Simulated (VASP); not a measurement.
A run of VASP 6.6.1 is set up as follows.

The input INCAR:

```
PREC = Accurate
ENCUT = 520
EDIFF = 1E-6
ISMEAR = -1
SIGMA = 0.08
LREAL = False
LASPH = True
NELM = 80
ALGO = Normal
ISIF = 2
LWAVE = False
LCHARG = False
GGA = PE
NBANDS = 14
```

File KPOINTS:

```
regular mesh
0
Gamma
  16 16 16
```

File POSCAR:

```
HfN
1.0
    0.0000000000      2.1620122666      2.1620122666
    2.1620122666      0.0000000000      2.1620122666
    2.1620122666      2.1620122666      0.0000000000
Hf N
1 1
Direct
    0.0000000000      0.0000000000      0.0000000000
    0.5000000000      0.5000000000      0.5000000000
```

Potentials or basis: VASP PAW PBE potentials, release 64 (Hf_pv, N).

The run is started by

```console
$ cat potpaw_PBE.64/Hf_pv/POTCAR potpaw_PBE.64/N/POTCAR > POTCAR
$ mpirun -np 1 vasp_std > vasp.out
```

Q: What does it give for the pressure?

A: 52.5 GPa.
